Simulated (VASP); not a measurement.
Runs of VASP 6.6.1 on ZnW2Se4. The structure is that of space group P3m1 (No. 156), or close to it. The cells are those of the table. 

| cell | gap on the mesh (eV) | pressure (GPa) | largest force (eV/Å) |
| --- | --- | --- | --- |
| a = 3.311, b = 3.311, c = 17.958 Å, angles 90.0, 90.0, 120.0°, 7 atoms | 0.29 | -0.2 | 0.15 |
| a = 3.266, b = 3.266, c = 17.715 Å, angles 90.0, 90.0, 120.0°, 7 atoms | 0.21 | 4.1 | 0.66 |
| a = 3.244, b = 3.244, c = 17.591 Å, angles 90.0, 90.0, 120.0°, 7 atoms | (a) | (c) | 1.06 |
| a = 3.333, b = 3.333, c = 18.077 Å, angles 90.0, 90.0, 120.0°, 7 atoms | 0.32 | -2.0 | 0.45 |
| a = 3.289, b = 3.289, c = 17.837 Å, angles 90.0, 90.0, 120.0°, 7 atoms | (b) | 1.8 | 0.29 |

Alike in all rows: task single point; level PBE; potentials or basis VASP PAW PBE potentials, release 64 (W_sv, Se, Zn); no spin polarisation; k mesh 9 × 9 × 2; cutoff (eV) 520; smearing fermi-dirac 0.05 eV.

Task: Fill in the values left out.

Result: (a) 0.16; (b) 0.25; (c) 6.6.

Caveats: spin-orbit coupling is left out, which moves the levels of the heavy elements; the cell stands under pressure (at least some runs); forces of over 1 eV/Å act on the atoms, so gaps and moduli don't describe the material at rest (at least some runs).

A k mesh can miss the band edges, and the runs leave out spin-orbit coupling on Se, W.
